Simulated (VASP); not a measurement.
# Cl (Fd-3m) in VASP: a series of runs, part 2 of 2

VASP 6.6.1. Earlier steps stand in the parts before.

## (4) Single point, LDA (volume scaled by 0.5)

Input file INCAR:

```
PREC     = Accurate       # precision mode
ENCUT    = 520            # plane-wave cutoff, eV
EDIFF    = 1E-6           # SCF threshold, eV
ISMEAR   = -1             # smearing method
SIGMA    = 0.08           # smearing width, eV
LREAL    = False          # projectors in reciprocal space
LASPH    = True           # aspherical terms in the spheres
NELM     = 100            # most SCF steps
ALGO     = Normal         # electronic algorithm
ISIF     = 2              # what is computed and relaxed
LWAVE    = False          # write WAVECAR
LCHARG   = False          # write CHGCAR
NBANDS   = 14             # bands
```

Input file KPOINTS:

```
regular mesh
0
Gamma
  11 11 11
```

Input file POSCAR:

```
Cl
1.0
    0.0000000000      2.4553364659      2.4553364659
    2.4553364659      0.0000000000      2.4553364659
    2.4553364659      2.4553364659      0.0000000000
Cl
2
Direct
   -0.1250000000     -0.1250000000     -0.1250000000
    0.1250000000      0.1250000000      0.1250000000
```

Potentials or basis: VASP PAW LDA potentials, release 64 (Cl).

Launch:

```bash
$ cat potpaw_LDA.64/Cl/POTCAR > POTCAR
$ mpirun -np 1 vasp_std > vasp.out
```

OUTCAR:

```text
PREC = Accurate
   ENCUT = 520
   EDIFF = 1E-6
   ISMEAR = -1
   LREAL = False
   LASPH = True
   NELM = 100
   ISIF = 2

 ion  position               nearest neighbor table
   1  0.875  0.875  0.875-   2 2.13   2 2.13   2 2.13   2 2.13
   2  0.125  0.125  0.125-   1 2.13   1 2.13   1 2.13   1 2.13

  LATTYP: Found a face centered cubic cell.
 ALAT       =     4.9106729318

  Lattice vectors:

 A1 = (   0.0000000000,   2.4553364659,   2.4553364659)
 A2 = (   2.4553364659,   0.0000000000,   2.4553364659)
 A3 = (   2.4553364659,   2.4553364659,   0.0000000000)

Analysis of symmetry for initial positions (statically):
=====================================================================
 Subroutine PRICEL returns:
 Original cell was already a primitive cell.

 Routine SETGRP: Setting up the symmetry group for a
 face centered cubic supercell.

 Subroutine GETGRP returns: Found 48 space group operations
 (whereof 12 operations were pure point group operations)
 out of a pool of 48 trial point group operations.

The static configuration has the point symmetry D_3d.
 The point group associated with its full space group is O_h .

Analysis of symmetry for dynamics (positions and initial velocities):
=====================================================================
 Subroutine PRICEL returns:
 Original cell was already a primitive cell.

 Routine SETGRP: Setting up the symmetry group for a
 face centered cubic supercell.

 Subroutine GETGRP returns: Found 48 space group operations
 (whereof 12 operations were pure point group operations)
 out of a pool of 48 trial point group operations.

The dynamic configuration has the point symmetry D_3d.
 The point group associated with its full space group is O_h .

 Subroutine INISYM returns: Found 48 space group operations
 (whereof 12 operations are pure point group operations),
 and found     1 'primitive' translations

----------------------------------------------------------------------------------------

                                     Primitive cell
[... 116 lines left out ...]
   GGA     = CA    functional components
   LHFCALC =     F    Hartree Fock is set to
   AEXX    =    0.0000 exact exchange contribution
   IVDW    =     0    specifies the selected vdW correction
   LEPSILON=     F    determine dielectric tensor
   LRPA    =     F    only Hartree local field effects (RPA)
 non-spin polarized calculation
  energy-cutoff  :      520.00
  volume of cell :       29.60
 maximum number of plane-waves:       821
 NGX is ok and might be reduce to    28
   NGX = 13   NGY = 13   NGZ = 13

 number of electron      13.9999997 magnetization

 Free energy of the ion-electron system (eV)
  ---------------------------------------------------
  ext. energy  EPLUGINS =         0.00000000
  ---------------------------------------------------
  free energy    TOTEN  =         0.99426864 eV

  energy without entropy =        1.02700224  energy(sigma->0) =        1.01063544

 E-fermi :   8.6134     XC(G=0): -11.3042

 val. band max:        8.5939156189   @ k =  -0.3636   0.3636   0.1818
 cond. band min:       8.6936641899   @ k =  -0.2727   0.3636   0.0909
 fundamental gap:      0.0997485709
 Fermi energy:         8.6134083068

 k-point     1 :       0.0000    0.0000    0.0000
  band No.  band energies     occupation
      1     -13.8303      2.00000
      2      -2.4883      2.00000
      3       1.1235      2.00000
      4       1.1235      2.00000
      5       1.1235      2.00000
      6       5.2916      2.00000
      7       5.2916      2.00000
      8       5.2916      2.00000
      9      13.8960      0.00000
     10      15.9991      0.00000
     11      15.9991      0.00000
     12      19.9486      0.00000
     13      19.9486      0.00000
     14      19.9486      0.00000
[... 377 lines left out ...]
      1     -12.7868      2.00000
      2      -6.0206      2.00000
      3      -0.8314      2.00000
      4       0.4840      2.00000
      5       2.8869      2.00000
      6       6.4204      2.00000
      7       6.4537      2.00000
      8       7.7756      1.99994
      9      14.3469      0.00000
     10      15.9773      0.00000
     11      16.1107      0.00000
     12      20.6953      0.00000
     13      21.6189      0.00000
     14      23.2103      0.00000

 [... further k-points ...]
[... 5 lines left out ...]
  --------------------------------------------------------------------------------------
  -------------------------------------------------------------------------------------
  Total       13.1169066     13.1169066     13.1169066      0.0000000     -0.0000000      0.0000000
  in kB      709.8702437    709.8702437    709.8702437      0.0000000     -0.0000000      0.0000000
  external PRESSURE =     709.8702437 kB  Pullay stress =       0.0000000 kB

 VOLUME and BASIS-vectors are now :
 -----------------------------------------------------------------------------
  energy-cutoff  :      520.00
  volume of cell :       29.60
      direct lattice vectors                 reciprocal lattice vectors
     0.000000000  2.455336466  2.455336466    -0.203638079  0.203638079  0.203638079
     2.455336466  0.000000000  2.455336466     0.203638079 -0.203638079  0.203638079
     2.455336466  2.455336466  0.000000000     0.203638079  0.203638079 -0.203638079

 POSITION                                       TOTAL-FORCE (eV/Angst)
 -----------------------------------------------------------------------------------
      4.29684      4.29684      4.29684        -0.000000     -0.000000     -0.000000
      0.61383      0.61383      0.61383         0.000000      0.000000      0.000000
 -----------------------------------------------------------------------------------
    total drift:                                0.000000     -0.000000     -0.000000

  FREE ENERGIE OF THE ION-ELECTRON SYSTEM (eV)
  ---------------------------------------------------
  free  energy   TOTEN  =         0.9942686430 eV

  energy  without entropy=        1.0270022442  energy(sigma->0) =        1.01063544
```

stdout:

```text
POSCAR found type information on POSCAR Cl
 POSCAR found :  1 types and       2 ions
 scaLAPACK will be used
 LDA part: xc-table for (Slater(with rela. corr.)+CA(PZ))
 , standard interpolation
 POSCAR, INCAR and KPOINTS ok, starting setup
 FFT: planning ... GRIDC
 FFT: planning ... GRID_SOFT
 FFT: planning ... GRID
 WAVECAR not read
 entering main loop
```

Wall time 12 s (1 thread of Intel Xeon Platinum 8375C at 2.90GHz (Ice Lake), shared host); peak memory 0.14 GiB.

What came out:

* Free energy: 0.9943 eV
* Pressure: 71.0 GPa
* Band gap on the k mesh: zero (band 7 reaches 10.34 eV, above the bottom of band 8 at 5.29 eV)

Levels at points of the mesh, in eV from the Fermi level:
```csv
k point,band 5,band 6,band 7,band 8,band 9,band 10
"(0.00, 0.00, 0.00)",-7.49,-3.32,-3.32,-3.32,5.28,7.39
```

## (5) Single point, LDA (volume scaled by 0.5)

Input file INCAR:

```
SYSTEM = Cl
  ALGO = Normal
  EDIFF = 1E-6
  ENCUT = 520
  ISIF = 2
  ISMEAR = -1
  LASPH = .TRUE.
  LCHARG = .FALSE.
  LREAL = .FALSE.
  LWAVE = .FALSE.
  NBANDS = 14
  NELM = 80
  PREC = Accurate
  SIGMA = 0.08
```

Input file KPOINTS:

```
k-points
0
G
  11 11 11
  0 0 0
```

POSCAR is that of step 4.

Potentials or basis: VASP PAW LDA potentials, release 64 (Cl).

Launch:

```bash
$ cat potpaw_LDA.64/Cl/POTCAR > POTCAR
$ mpirun -np 1 vasp_std > vasp.out
```

OUTCAR:

```text
SYSTEM = Cl
   EDIFF = 1E-6
   ENCUT = 520
   ISIF = 2
   ISMEAR = -1
   LASPH = .TRUE.
   LREAL = .FALSE.
   NELM = 80
   PREC = Accurate

 ion  position               nearest neighbor table
   1  0.875  0.875  0.875-   2 2.13   2 2.13   2 2.13   2 2.13
   2  0.125  0.125  0.125-   1 2.13   1 2.13   1 2.13   1 2.13

  LATTYP: Found a face centered cubic cell.
 ALAT       =     4.9106729318

  Lattice vectors:

 A1 = (   0.0000000000,   2.4553364659,   2.4553364659)
 A2 = (   2.4553364659,   0.0000000000,   2.4553364659)
 A3 = (   2.4553364659,   2.4553364659,   0.0000000000)

Analysis of symmetry for initial positions (statically):
[... 588 lines left out ...]
     14      23.2103      0.00000

 [... further k-points ...]
[... 5 lines left out ...]
  --------------------------------------------------------------------------------------
  -------------------------------------------------------------------------------------
  Total       13.1169066     13.1169066     13.1169066      0.0000000     -0.0000000      0.0000000
  in kB      709.8702437    709.8702437    709.8702437      0.0000000     -0.0000000      0.0000000
  external PRESSURE =     709.8702437 kB  Pullay stress =       0.0000000 kB

 VOLUME and BASIS-vectors are now :
 -----------------------------------------------------------------------------
  energy-cutoff  :      520.00
  volume of cell :       29.60
      direct lattice vectors                 reciprocal lattice vectors
     0.000000000  2.455336466  2.455336466    -0.203638079  0.203638079  0.203638079
     2.455336466  0.000000000  2.455336466     0.203638079 -0.203638079  0.203638079
     2.455336466  2.455336466  0.000000000     0.203638079  0.203638079 -0.203638079

 POSITION                                       TOTAL-FORCE (eV/Angst)
 -----------------------------------------------------------------------------------
      4.29684      4.29684      4.29684        -0.000000     -0.000000     -0.000000
      0.61383      0.61383      0.61383         0.000000      0.000000      0.000000
 -----------------------------------------------------------------------------------
    total drift:                                0.000000     -0.000000     -0.000000

  FREE ENERGIE OF THE ION-ELECTRON SYSTEM (eV)
  ---------------------------------------------------
  free  energy   TOTEN  =         0.9942686430 eV

  energy  without entropy=        1.0270022442  energy(sigma->0) =        1.01063544
```

Run time: 13 s. Hardware: 1 thread of Intel Xeon Platinum 8375C at 2.90GHz (Ice Lake), shared host; peak memory 0.14 GiB.

What came out:

```yaml
Free_energy: 0.9943 eV
Pressure: 71.0 GPa
Band_gap_on_the_k_mesh: zero (band 7 reaches 10.34 eV, above the bottom of band 8 at 5.29 eV)
```
